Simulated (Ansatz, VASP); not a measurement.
**One calculation of Ca3Ge2, two programs**

```
CELL_PARAMETERS angstrom
4.48696 0.00000 0.00000
-2.24348 3.88582 0.00000
0.00000 0.00000 5.55563
ATOMIC_POSITIONS crystal
Ca 0.66667 0.33333 0.24229
Ca 0.66667 0.33333 0.75771
Ca 0.00000 0.00000 0.50000
Ge 0.00000 0.00000 0.00000
Ge 0.33333 0.66667 0.50000
```

Alike in both runs: task relaxation of cell and atoms; functional PBEsol; k mesh 6 × 6 × 4; occupations gaussian, width 0.1 eV; no spin polarisation.

|  | VASP | Ansatz |
| --- | --- | --- |
| version | VASP 6.6.1 | Ansatz 0.2.0 |
| potentials or method | VASP PAW PBE potentials, release 64 (Ca_sv, Ge_d), cutoff 600 eV | scalar-relativistic, plane waves, PAW |
| valence electrons in the cell | 58 | 58 |

Ansatz gave:

| Quantity | Value |
| --- | --- |
| gap on the k mesh at the Fermi level, each at its own relaxed structure (eV) | none |
| relaxed volume (Å³/atom) | 28.43 |
| relaxed cell length with the largest relative difference (Å) | 6.981 |

Q: What did VASP give for the same quantities?

A: gap on the k mesh at the Fermi level, each at its own relaxed structure (eV): none; relaxed volume (Å³/atom): 28.52; relaxed cell length with the largest relative difference (Å): 6.997.

VASP's potentials were made for PBE, not for PBEsol. A gap of «none» marks a metal or a gap that the smearing closes.

Noted on VASP's run: the volume moved by over 15 % at a fixed basis, so the end points are rough.
